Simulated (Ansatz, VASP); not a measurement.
## Bi2Se3: VASP beside Ansatz

Contents of INCAR:

```
SYSTEM = Bi2Se3
  PREC = Accurate
  ENCUT = 520
  EDIFF = 1E-7
  ISMEAR = 0
  SIGMA = 0.05
  LREAL = .FALSE.
  LASPH = .TRUE.
  NELM = 100
  ALGO = Normal
  ISIF = 2
  LWAVE = .FALSE.
  LCHARG = .FALSE.
  GGA = PE
  NBANDS = 32
```

The input KPOINTS:

```
Automatic mesh
0
G
  6 6 6
  0 0 0
```

File POSCAR:

```
Bi2Se3
1.0
    2.1459979013      1.2389924660     10.4340296434
   -2.1459979013      1.2389924660     10.4340296434
    0.0000000000     -2.4779849320     10.4340296434
Bi Se
2 3
Direct
    0.3955941725      0.3955941725      0.3955941725
    0.6044058275      0.6044058275      0.6044058275
    0.0000000000      0.0000000000      0.0000000000
    0.2210304535      0.2210304535      0.2210304535
    0.7789695465      0.7789695465      0.7789695465
```

Input for Ansatz:

```yaml
crystal:
  lattice:
    - [2.1459979013, 1.238992466, 10.4340296434]
    - [-2.1459979013, 1.238992466, 10.4340296434]
    - [0.0, -2.477984932, 10.4340296434]
  atoms:
    - { symbol: Bi, position: [0.3955941725, 0.3955941725, 0.3955941725] }
    - { symbol: Bi, position: [0.6044058275, 0.6044058275, 0.6044058275] }
    - { symbol: Se, position: [0.0, 0.0, 0.0] }
    - { symbol: Se, position: [0.2210304535, 0.2210304535, 0.2210304535] }
    - { symbol: Se, position: [0.7789695465, 0.7789695465, 0.7789695465] }
basis:
  ecutwfc: 420
kpoints:
  mp_grid: { grid: [6, 6, 6] }
hamiltonian:
  xc: pbe
scf:
  occupations: { method: gaussian, width: 0.05 }
output:
  forces: true
  stress: true
  eigenvalues: true
  write_density: true
  write_potential: true
  elf: true
  volumetric_format: npy
```

Change from the starting cell: strain +0.025 along x and y, +0.000 along z, atoms carried along.

Alike in both runs: task single point; functional PBE; k mesh 6 × 6 × 6; occupations gaussian, width 0.05 eV; no spin polarisation.

```csv
,VASP,Ansatz
version,VASP 6.6.1,Ansatz 0.2.0
potentials or method,"VASP PAW PBE potentials, release 64 (Bi_d, Se), cutoff 520 eV","scalar-relativistic, plane waves, PAW"
valence electrons in the cell,48,78
```

|  | VASP | Ansatz | Ansatz less VASP |
| --- | --- | --- | --- |
| gap on the k mesh at the Fermi level (eV) | 0.59 | 0.60 | +0.003 |
| least direct gap on the mesh (eV) | 0.61 | 0.61 | +0.001 |
| pressure (GPa) | -2.3 | -2.3 | -0.01 |
| traceless stress, the component that is largest in VASP (GPa) | 0.68 | 0.68 | -0.002 |
| rms of the force components (eV/Å) | 0.117 | 0.120 | +0.0037 |

Atom by atom the forces differ by 0.004 eV/Å (rms over components). VASP's potentials hold 48 valence electrons a cell and Ansatz's 78, so a difference there can come from the potentials and not from the codes.

Spin-orbit coupling is off throughout.
